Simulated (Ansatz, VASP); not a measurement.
Ge: VASP beside Ansatz

Contents of POSCAR:

```
Ge
1.0
    0.0000000000      2.7711609388      2.7711609388
    2.7711609388      0.0000000000      2.7711609388
    2.7711609388      2.7711609388      0.0000000000
Ge
2
Direct
    0.7500000000      0.7500000000      0.7500000000
    0.5000000000      0.5000000000      0.5000000000
```

File INCAR.step1:

```
SYSTEM = Ge
ALGO = Normal
EDIFF = 1E-4
ENCUT = 520
GGA = PE
ISMEAR = -1
LASPH = .True.
LCHARG = .False.
LREAL = .False.
LWAVE = .True.
NBANDS = 21
NELM = 80
PREC = Accurate
SIGMA = 0.05
```

File INCAR.step2:

```
SYSTEM = Ge
ALGO = Normal
EDIFF = 1E-6
ENCUT = 520
ISIF = 2
ISMEAR = -1
ISTART = 1
LASPH = .True.
LCHARG = .False.
LMIXTAU = .True.
LREAL = .False.
LWAVE = .False.
METAGGA = R2SCAN
NBANDS = 21
NELM = 80
PREC = Accurate
SIGMA = 0.05
```

File KPOINTS:

```
k-points
0
Gamma
  8 8 8
  0 0 0
```

Contents of input.yaml:

```yaml
crystal:
  lattice:
    - [0.0, 2.7711609388, 2.7711609388]
    - [2.7711609388, 0.0, 2.7711609388]
    - [2.7711609388, 2.7711609388, 0.0]
  atoms:
    - { symbol: Ge, position: [0.75, 0.75, 0.75] }
    - { symbol: Ge, position: [0.5, 0.5, 0.5] }
hamiltonian:
  xc: r2scan
  pseudopotentials: { kind: paw }
kpoints:
  mp_grid: { grid: [8, 8, 8] }
scf:
  occupations: { method: fermi_dirac, width: 0.05 }
output:
  forces: true
  stress: true
  eigenvalues: true
```

Alike in both runs: task single point; functional r2SCAN; k mesh 8 × 8 × 8; occupations fermi-dirac, width 0.05 eV; no spin polarisation.

|  | VASP | Ansatz |
| --- | --- | --- |
| version | VASP 6.6.1 | Ansatz 0.2.0 |
| potentials or method | VASP PAW PBE potentials, release 64 (Ge_d) | Ansatz PAW |
| plane-wave cutoff (eV) | 520 | 500 |
| valence electrons in the cell | 28 | 28 |

```tsv
	VASP	Ansatz	Ansatz less VASP
gap on the k mesh at the Fermi level (eV)	0.66	0.68	+0.025
least direct gap on the mesh (eV)	1.01	1.06	+0.048
pressure (GPa)	6.1	5.9	-0.11
```

VASP's potentials were made for PBE, not for r2SCAN. With one functional, cell and mesh, what is left measures potentials, basis and numerics.
